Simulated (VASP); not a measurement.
Runs of VASP 6.6.1 on Si4BW. The structure is that of space group I4/mmm (No. 139), or close to it. The cells are those of the table. 

| task | cell | k mesh | cutoff (eV) | gap on the mesh (eV) | pressure (GPa) | relaxed volume (Å³/atom) | largest force (eV/Å) |
| --- | --- | --- | --- | --- | --- | --- | --- |
| relaxation of cell and atoms | relaxed from a = 5.016 Å, angles 100.1, 100.1, 130.4°, 6 atoms | 10 × 10 × 10 | 600 | none | 0.0 | 14.60 | 0.01 |
| relaxation of cell and atoms | relaxed from a = 5.102 Å, angles 99.5, 99.5, 132.0°, 6 atoms | 6 × 6 × 6 | 600 | none | 0.0 | 14.54 | 0.04 |
| single point | a = 5.016 Å, angles 100.1, 100.1, 130.4°, 6 atoms | 6 × 6 × 6 | 520 | none | (b) | - | 0.01 |
| relaxation of cell and atoms | relaxed from a = 4.744 Å, angles 108.6, 108.6, 111.2°, 6 atoms | 4 × 4 × 4 | 600 | none | 0.0 | 14.99 | 0.02 |
| single point | a = 4.744 Å, angles 108.6, 108.6, 111.2°, 6 atoms | 4 × 4 × 4 | 520 | none | 28.7 | - | (a) |

Alike in all rows: level PBE; potentials or basis VASP PAW PBE potentials, release 64 (Si, B, W_sv); no spin polarisation; smearing gaussian 0.1 eV.

Estimate the missing entries.

(a) 9.14; (b) -0.1.

Caveats: some runs use coarse meshes; spin-orbit coupling is left out, which moves the levels of the heavy elements; forces of over 1 eV/Å act on the atoms, so gaps and moduli don't describe the material at rest (some runs).

A k mesh can miss the band edges, and the runs leave out spin-orbit coupling on W.

A gap of «none» marks levels without a gap at the run's occupations.
